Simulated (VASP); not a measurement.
The system is GaN.

```
Ga N
1.0
     2.98064    0.00000    0.00000
    -1.49032    2.58131    0.00000
     0.00000    0.00000    2.68337
Ga N
1 1
Direct
  0.66667 0.33333 0.50000
  0.00000 0.00000 0.00000
```

```yaml
Program: VASP 6.6.1
Task: relaxation of cell and atoms
Functional: BLYP
Dispersion: D4
Potentials_or_basis: VASP PAW PBE potentials, release 64 (Ga_d, N)
Cutoff: 600 eV
k_mesh: 10 × 10 × 10
Occupations: fermi-dirac, width 0.05 eV
Spin: no spin polarisation
```

At the start: pressure -4.1 GPa; volume 10.32 Å³/atom.

**Question.** Where does the relaxation end?

**Answer.** Over 6 steps the energy falls by 3.3 meV/atom and the volume is 10.06 Å³/atom (-2.5 %); space group P-6m2 (No. 187, to 0.1 Å) before and after.

Step by step:
| step | energy change (eV) | largest force (eV/Å) | pressure (GPa) | volume (Å³) |
| --- | --- | --- | --- | --- |
| 1 | 0.0000 | 0.0001 | -4.08 | 20.65 |
| 2 | -0.0041 | 0.0001 | 2.54 | 19.87 |
| 3 | -0.0064 | 0.0001 | -0.06 | 20.15 |
| 4 | -0.0064 | 0.0001 | 0.03 | 20.14 |
| 5 | -0.0065 | 0.0000 | 0.09 | 20.12 |
| 6 | -0.0066 | 0.0001 | 0.07 | 20.13 |

Final structure:
```cif
data_structure
_symmetry_space_group_name_H-M 'P 1'
_symmetry_Int_Tables_number 1
_cell_length_a 2.9534
_cell_length_b 2.9534
_cell_length_c 2.6647
_cell_angle_alpha 90.000
_cell_angle_beta 90.000
_cell_angle_gamma 120.000
_cell_volume 20.13
loop_
_atom_site_label
_atom_site_type_symbol
_atom_site_fract_x
_atom_site_fract_y
_atom_site_fract_z
_atom_site_occupancy
Ga1 Ga 0.66667 0.33333 0.50000 1
N1 N 0.00000 0.00000 0.00000 1
```

Caveat: the PAW data sets were made with another functional, which shifts forces and pressure a little.
